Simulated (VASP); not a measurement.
Hf, 1 atom in the cell. Symmetry: I4/mmm, No. 139, tetragonal system. The conventional cell has a = 3.574 Å, b = 3.574 Å, c = 3.610 Å, α = 90.00°, β = 90.00°, γ = 90.00°. Within 4.1 Å of Hf (site symmetry 4/mmm) lie 14 Hf at 3.11 to 3.61 Å.  This cell differs from its parent crystal: equal xx and yy strain of -1 %.

* Program: VASP 6.6.1
* Task: single point
* Functional: PBEsol
* Potentials or basis: VASP PAW PBE potentials, release 64 (Hf_pv)
* Cutoff: 520 eV
* k mesh: 16 × 16 × 16
* Occupations: fermi-dirac, width 0.08 eV
* Spin: no spin polarisation
* Dipole correction: no
* Further INCAR settings: ALGO = Normal; EDIFF = 1e-07; NBANDS = 11

Potentials or basis: VASP PAW PBE potentials, release 64 (Hf_pv).

Launch:

```sh
$ cat potpaw_PBE.64/Hf_pv/POTCAR > POTCAR
$ mpirun -np 1 vasp_std > vasp.out
```

Hardware: 1 thread of Intel(R) Xeon(R) Platinum 8559C (Emerald Rapids), on a shared host.

Question: Estimate the wall time of this run.

Answer: It took 26 s on 1 thread of Intel(R) Xeon(R) Platinum 8559C (Emerald Rapids) (shared host), peak memory 0.2 GiB. Counts: scf iterations 12, k points 349.
